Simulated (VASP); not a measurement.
A run of VASP 6.6.1 is set up as follows.

Contents of INCAR:

```
SYSTEM = Be
  PREC = Accurate
  ENCUT = 600
  EDIFF = 1E-6
  ISMEAR = -1
  SIGMA = 0.1
  LREAL = .False.
  LASPH = .True.
  NELM = 100
  ALGO = Normal
  ISIF = 3
  LWAVE = .False.
  LCHARG = .False.
  GGA = PS
  IBRION = 2
  NSW = 80
  EDIFFG = -0.01
```

KPOINTS

```
regular mesh
0
Gamma
  12 12 12
  0 0 0
```

POSCAR

```
Be
1.0
    0.0000000000      2.2207471934      2.2207471934
    2.2207471934      0.0000000000      2.2207471934
    2.2207471934      2.2207471934      0.0000000000
Be
2
Direct
    0.1250000000      0.1250000000      0.1250000000
    0.8750000000      0.8750000000      0.8750000000
```

Potentials or basis: VASP PAW PBE potentials, release 64 (Be).

Command:

```console
$ cat potpaw_PBE.64/Be/POTCAR > POTCAR
$ mpirun -np 1 vasp_std > vasp.out
```

Task: What does it give for the band gap on the k mesh?

Result: Zero (band 2 reaches 6.68 eV, above the bottom of band 3 at 0.41 eV).

Task: Estimate the relaxed cell.

Result: a = 3.448 Å, b = 3.448 Å, c = 3.448 Å, α = 60.00°, β = 60.00°, γ = 60.00°.

Step by step:
```
step  energy change (eV)  largest force (eV/Å)  pressure (GPa)  volume (Å³)
   1              0.0000                0.0000           20.41        21.90
   2             -0.3375                0.0000            4.51        26.63
   3             -0.3589                0.0000           -2.10        30.56
   4             -0.3692                0.0000           -0.17        29.15
   5             -0.3693                0.0000            0.08        28.99
```

Caveat: the volume moved by over 15 % at a fixed basis, so the end points are rough; the PAW data sets were made with another functional, which shifts forces and pressure a little.
